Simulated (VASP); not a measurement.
# GaAs (I-4m2) in VASP: notebook, part 3 of 3

VASP 6.6.1.

## Step 5: Single point, r2SCAN

This run uses another cell than the first one, of the same volume but with other edges.

POSCAR reads:

```
GaAs
1.0
    0.0000000000      2.4694809367      3.7042214051
    2.4694809367      0.0000000000      3.7042214051
    2.4694809367      2.4694809367      0.0000000000
Ga As
1 1
Direct
    0.0000000000      0.0000000000      0.0000000000
    0.7500000000      0.7500000000      0.7500000000
```

INCAR.step1 reads:

```
SYSTEM = GaAs
  PREC = Accurate
  ENCUT = 520
  ISMEAR = 0
  SIGMA = 0.05
  LREAL = .False.
  LASPH = .True.
  NELM = 100
  NBANDS = 16
  GGA = PE
  ALGO = Normal
  EDIFF = 1E-4
  LWAVE = .True.
  LCHARG = .False.
```

INCAR.step2 reads:

```
SYSTEM = GaAs
  PREC = Accurate
  ENCUT = 520
  EDIFF = 1E-7
  ISMEAR = 0
  SIGMA = 0.05
  LREAL = .False.
  LASPH = .True.
  NELM = 100
  ALGO = Normal
  ISIF = 2
  LWAVE = .False.
  LCHARG = .False.
  METAGGA = R2SCAN
  LMIXTAU = .True.
  NBANDS = 16
  ISTART = 1
```

KPOINTS reads:

```
Automatic mesh
0
Gamma
  10 10 10
  0 0 0
```

Potentials or basis: VASP PAW PBE potentials, release 64 (Ga_d, As).

Started as:

```console
$ cat potpaw_PBE.64/Ga_d/POTCAR potpaw_PBE.64/As/POTCAR > POTCAR
$ cp INCAR.step1 INCAR
$ mpirun -np 1 vasp_std > vasp.out
$ cp INCAR.step2 INCAR
$ mpirun -np 1 vasp_std > vasp.out
```

OUTCAR:

```text
SYSTEM = GaAs
   PREC = Accurate
   ENCUT = 520
   EDIFF = 1E-7
   ISMEAR = 0
   LREAL = .False.
   LASPH = .True.
   NELM = 100
   ISIF = 2
   METAGGA = R2SCAN
   ISTART = 1

 ion  position               nearest neighbor table
   1  0.000  0.000  0.000-   2 2.55   2 2.55   2 2.55   2 2.55
   2  0.750  0.750  0.750-   1 2.55   1 2.55   1 2.55   1 2.55

  LATTYP: Found a body centered tetragonal cell.
 ALAT       =     3.4923734327
 C/A-ratio  =     2.1213203436

  Lattice vectors:

 A1 = (  -2.4694809367,   0.0000000000,   3.7042214051)
 A2 = (   2.4694809367,   0.0000000000,   3.7042214051)
 A3 = (   0.0000000000,   2.4694809367,  -3.7042214051)

Analysis of symmetry for initial positions (statically):
=====================================================================
 Subroutine PRICEL returns:
 Original cell was already a primitive cell.

 Routine SETGRP: Setting up the symmetry group for a
 body centered tetragonal supercell.

 Subroutine GETGRP returns: Found  8 space group operations
 (whereof  8 operations were pure point group operations)
 out of a pool of 16 trial point group operations.

The static configuration has the point symmetry D_2d.

Analysis of symmetry for dynamics (positions and initial velocities):
=====================================================================
 Subroutine PRICEL returns:
 Original cell was already a primitive cell.

 Routine SETGRP: Setting up the symmetry group for a
 body centered tetragonal supercell.

 Subroutine GETGRP returns: Found  8 space group operations
 (whereof  8 operations were pure point group operations)
 out of a pool of 16 trial point group operations.

The dynamic configuration has the point symmetry D_2d.

 Subroutine INISYM returns: Found  8 space group operations
 (whereof  8 operations are pure point group operations),
 and found     1 'primitive' translations

----------------------------------------------------------------------------------------

                                     Primitive cell

  volume of cell :      45.1792

  direct lattice vectors                    reciprocal lattice vectors
     0.000000000  2.469480937  3.704221405    -0.202471699  0.202471699  0.134981132
     2.469480937  0.000000000  3.704221405     0.202471699 -0.202471699  0.134981132
     2.469480937  2.469480937  0.000000000     0.202471699  0.202471699 -0.134981132

  length of vectors
     4.451920071  4.451920071  3.492373433     0.316558815  0.316558815  0.316558815

  position of ions in fractional coordinates (direct lattice)
     0.000000000  0.000000000  0.000000000
     0.750000000  0.750000000  0.750000000

  ion indices of the primitive-cell ions
   primitive index   ion index
                 1           1
                 2           2

----------------------------------------------------------------------------------------

 KPOINTS: Automatic mesh

Automatic generation of k-mesh.
 Grid dimensions read from file:
 generate k-points for:   10   10   10

 Generating k-lattice:

  Cartesian coordinates                     Fractional coordinates (reciprocal lattice)
    -0.020247170  0.020247170  0.013498113     0.100000000  0.000000000  0.000000000
     0.020247170 -0.020247170  0.013498113     0.000000000  0.100000000  0.000000000
     0.020247170  0.020247170 -0.013498113     0.000000000  0.000000000  0.100000000

  Length of vectors
     0.031655882  0.031655882  0.031655882

  Shift w.r.t. Gamma in fractional coordinates (k-lattice)
     0.000000000  0.000000000  0.000000000

 Subroutine IBZKPT returns following result:
 ===========================================

 Found    102 irreducible k-points:

 Following reciprocal coordinates:
            Coordinates               Weight
  0.000000  0.000000  0.000000      1.000000
  0.100000  0.000000  0.000000      8.000000
  0.200000  0.000000  0.000000      8.000000
  0.300000  0.000000  0.000000      8.000000
  0.400000  0.000000  0.000000      8.000000
  0.500000  0.000000  0.000000      4.000000
[... 16 lines left out ...]
  0.300000  0.300000  0.000000      2.000000
  0.400000  0.300000  0.000000      8.000000
 [... further k-points ...]
   k-points           NKPTS =    102   k-points in BZ     NKDIM =    102   number of bands    NBANDS=     16
   number of dos      NEDOS =    301   number of ions     NIONS =      2
   total plane-waves  NPLWV =  36288
   dimension x,y,z NGX =    36 NGY =   36 NGZ =   28
   dimension x,y,z NGXF=    72 NGYF=   72 NGZF=   56
   ions per type =               1   1
   NGX,Y,Z   is equivalent  to a cutoff of  13.44, 13.44, 13.33 a.u.
   NGXF,Y,Z  is equivalent  to a cutoff of  26.89, 26.89, 26.66 a.u.
 SYSTEM =  GaAs
   PREC   = accura    normal or accurate (medium, high low for compatibility)
   ISTART =      1    job   : 0-new  1-cont  2-samecut
   ICHARG =      0    charge: 1-file 2-atom 10-const
   ISPIN  =      1    spin polarized calculation?
   LNONCOLLINEAR =      F non collinear calculations
   LSORBIT =      F    spin-orbit coupling
   LASPH  =      T    aspherical Exc in radial PAW
   ENCUT  =  520.0 eV  38.22 Ry    6.18 a.u.   8.28  8.28  6.49*2*pi/ulx,y,z
   NELM   =    100;   NELMIN=  2; NELMDL=  0     # of ELM steps
   EDIFF  = 0.1E-06   stopping-criterion for ELM
   LREAL  =      F    real-space projection
   EDIFFG = 0.1E-05   stopping-criterion for IOM
   NSW    =      0    number of steps for IOM
   IBRION =     -1    ionic relax: 0-MD 1-quasi-New 2-CG
   NFREE  =      0    steps in history (QN), initial steepest desc. (CG)
   ISIF   =      2    stress and relaxation
   ISYM   =      2    0-nonsym 1-usesym 2-fastsym
   POTIM  = 0.5000    time-step for ionic-motion
   TEBEG  =    0.0;   TEEND  =   0.0 temperature during run
   PSTRESS=    0.0 pullay stress
   NELECT =      18.0000    total number of electrons
   NUPDOWN=      -1.0000    fix difference up-down
   EMIN   =  10.00;   EMAX   =-10.00  energy-range for DOS
   EFERMI =   0.00;   METHOD = LEGACY
   ISMEAR =     0;   SIGMA  =   0.05  broadening in eV -4-tet -1-fermi 0-gaus
   EFERMI_NEDOS =   21; number of points for ismear=-14 and -15
   IALGO  =     38    algorithm
   IMIX   =      4    mixing-type and parameters
     AMIX     =   0.40;   BMIX     =  1.00
     AMIX_MAG =   1.60;   BMIX_MAG =  1.00
  volume/ion in A,a.u.               =      22.59       152.44
  Fermi-wavevector in a.u.,A,eV,Ry     =   1.204628  2.276417 19.743799  1.451128
  Thomas-Fermi vector in A             =   2.340347
   LORBIT       =      0    0 simple, 1 ext, 2 COOP (PROOUT), +10 PAW based schemes
   METAGGA = R2SCAN    functional components
   LHFCALC =     F    Hartree Fock is set to
   AEXX    =    0.0000 exact exchange contribution
   IVDW    =     0    specifies the selected vdW correction
   LEPSILON=     F    determine dielectric tensor
   LRPA    =     F    only Hartree local field effects (RPA)
 non-spin polarized calculation
 Gauss-broadening in eV      SIGMA  =   0.05
  energy-cutoff  :      520.00
  volume of cell :       45.18
 maximum number of plane-waves:      1242
 NGX is ok and might be reduce to    36

 number of electron      18.0000004 magnetization

 Free energy of the ion-electron system (eV)
  ---------------------------------------------------
  ext. energy  EPLUGINS =         0.00000000
  ---------------------------------------------------
  free energy    TOTEN  =       -25.82391162 eV

  energy without entropy =      -25.82310176  energy(sigma->0) =      -25.82350669

 E-fermi :   4.4537     XC(G=0): -10.4047

 val. band max:        4.3938235743   @ k =  -0.2000   0.1000   0.0000
 cond. band min:       4.4581566745   @ k =  -0.1000   0.1000   0.0000
 fundamental gap:      0.0643331002
 Fermi energy:         4.4536911333

 k-point     1 :       0.0000    0.0000    0.0000
  band No.  band energies     occupation
      1     -11.5846      2.00000
      2     -11.4893      2.00000
      3     -11.4854      2.00000
      4     -11.4854      2.00000
      5     -11.4700      2.00000
      6      -9.2813      2.00000
[... 8 lines left out ...]
     15      12.7100      0.00000
     16      12.9954      0.00000
[... 419 lines left out ...]
 k-point    24 :       0.4000    0.3000    0.0000
  band No.  band energies     occupation
      1     -11.6130      2.00000
      2     -11.4784      2.00000
      3     -11.4718      2.00000
      4     -11.4687      2.00000
      5     -11.4531      2.00000
      6      -8.2053      2.00000
[... 8 lines left out ...]
     15      15.1759      0.00000
     16      18.1422      0.00000

 [... further k-points ...]

------------------------ aborting loop because EDIFF is reached ----------------------------------------

  FORCE on cell =-STRESS in cart. coord.  units (eV):
  Direction    XX          YY          ZZ          XY          YZ          ZX
  --------------------------------------------------------------------------------------
  -------------------------------------------------------------------------------------
  Total        2.2444489      2.2444489     -4.0497259      0.0000000     -0.0000000      0.0000000
  in kB       79.5943077     79.5943077   -143.6143783      0.0000000     -0.0000000      0.0000000
  external PRESSURE =       5.1914124 kB  Pullay stress =       0.0000000 kB

 VOLUME and BASIS-vectors are now :
 -----------------------------------------------------------------------------
  energy-cutoff  :      520.00
  volume of cell :       45.18
      direct lattice vectors                 reciprocal lattice vectors
     0.000000000  2.469480937  3.704221405    -0.202471699  0.202471699  0.134981132
     2.469480937  0.000000000  3.704221405     0.202471699 -0.202471699  0.134981132
     2.469480937  2.469480937  0.000000000     0.202471699  0.202471699 -0.134981132

 POSITION                                       TOTAL-FORCE (eV/Angst)
 -----------------------------------------------------------------------------------
      0.00000      0.00000      0.00000        -0.000000     -0.000000      0.000000
      3.70422      3.70422      5.55633         0.000000      0.000000     -0.000000
 -----------------------------------------------------------------------------------
    total drift:                                0.000088      0.000088     -0.000273

  FREE ENERGIE OF THE ION-ELECTRON SYSTEM (eV)
  ---------------------------------------------------
  free  energy   TOTEN  =       -25.8239116165 eV

  energy  without entropy=      -25.8231017574  energy(sigma->0) =      -25.82350669
```

Run time: 4.9 min. Hardware: 1 thread of AMD EPYC 7R13, shared host; peak memory 0.25 GiB.

Results:

```yaml
Free_energy: -25.8239 eV
Pressure: 0.5 GPa
Band_gap_on_the_k_mesh: zero (bands 9 and 10 overlap by 1.04 eV)
```

Levels at points of the mesh, in eV from the Fermi level:
```tsv
k point	band 5	band 6	band 7	band 8	band 9	band 10	band 11	band 12	band 13	band 14
(0.00, 0.00, 0.00)	-15.92	-13.73	-3.21	-1.92	0.50	0.50	3.95	3.95	4.96	6.62
(0.50, 0.00, 0.00)	-15.89	-11.84	-7.29	-3.54	-1.36	0.44	5.70	6.05	6.85	8.97
(0.50, 0.50, 0.00)	-15.91	-12.31	-9.02	-1.09	-1.09	3.51	4.03	7.65	9.06	9.06
(0.50, 0.00, 0.50)	-15.88	-10.55	-6.47	-3.95	-3.64	0.13	0.40	5.94	6.50	7.67
```

Caveat: the stress differs along the axes, from -14 to 8 GPa; the PAW data sets were made with another functional, which shifts forces and pressure a little.

## Step 6: Overview

| cell | gap on the mesh (eV) | pressure (GPa) |
| --- | --- | --- |
| a = 3.949, b = 3.949, c = 4.110 Å, angles 58.6, 58.6, 62.7°, 2 atoms | 0.66 | 0.5 |
| a = 4.071, b = 4.071, c = 3.873 Å, angles 61.6, 61.6, 56.8°, 2 atoms | 0.69 | 0.5 |
| a = 3.892, b = 3.892, c = 4.615 Å, angles 53.6, 53.6, 72.7°, 2 atoms | none | -3.1 |
| a = 4.452, b = 4.452, c = 3.492 Å, angles 66.9, 66.9, 46.2°, 2 atoms | none | 0.5 |

Alike in all rows: task single point; level r2SCAN; potentials or basis VASP PAW PBE potentials, release 64 (Ga_d, As); no spin polarisation; k mesh 10 × 10 × 10; cutoff (eV) 520; smearing gaussian 0.05 eV.

Caveats: the PAW data sets were made with another functional, which shifts forces and pressure a little; semilocal functionals underestimate gaps, and a narrow one can read as zero (at least some runs); the stress differs along the axes, from -4 to 3 GPa (at least some runs); the stress differs along the axes, from -7 to 4 GPa (at least some runs); the stress differs along the axes, from -14 to 8 GPa (at least some runs).

Total energies depend on the potentials used, so only differences within one code and one set of settings carry meaning.

The gap in the log of VASP goes by the Fermi energy; the results here count the filled bands.